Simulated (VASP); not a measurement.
A run of VASP 6.6.1:

INCAR

```
PREC = Accurate
ENCUT = 600
EDIFF = 1E-7
ISMEAR = 0
SIGMA = 0.1
LREAL = False
LASPH = True
NELM = 60
ALGO = Fast
ISIF = 3
LWAVE = False
LCHARG = False
GGA = PE
IBRION = 2
NSW = 90
EDIFFG = -0.04
```

File KPOINTS:

```
Automatic mesh
0
Gamma
  4 4 4
```

Contents of POSCAR:

```
AgAuC4N4
1.0
    6.0125257000      0.0000000000      0.0000000000
    0.0000000000      6.0125257000      0.0000000000
    0.0000000000      0.0000000000      6.0125257000
Ag C Au N
1 4 1 4
Direct
    0.5000000000      0.5000000000      0.5000000000
    0.1840791200      0.1840791200      0.1840791200
    0.1840791200      0.8159208800      0.8159208800
    0.8159208800      0.1840791200      0.8159208800
    0.8159208800      0.8159208800      0.1840791200
    0.0000000000      0.0000000000      0.0000000000
    0.2964278900      0.2964278900      0.2964278900
    0.2964278900      0.7035721100      0.7035721100
    0.7035721100      0.2964278900      0.7035721100
    0.7035721100      0.7035721100      0.2964278900
```

Potentials or basis: VASP PAW PBE potentials, release 64 (Ag, C, Au, N).

Launch:

```console
$ cat potpaw_PBE.64/Ag/POTCAR potpaw_PBE.64/C/POTCAR potpaw_PBE.64/Au/POTCAR potpaw_PBE.64/N/POTCAR > POTCAR
$ mpirun -np 1 vasp_std > vasp.out
```

Hardware: 1 thread of Oxide Virtual Turin-like Processor, on a shared host.

How long does it take, and how much memory?

Run time: 12 min on 1 thread of Oxide Virtual Turin-like Processor (shared host), peak memory 0.38 GiB. Counts: scf iterations 109, k points 10, ion steps 9.
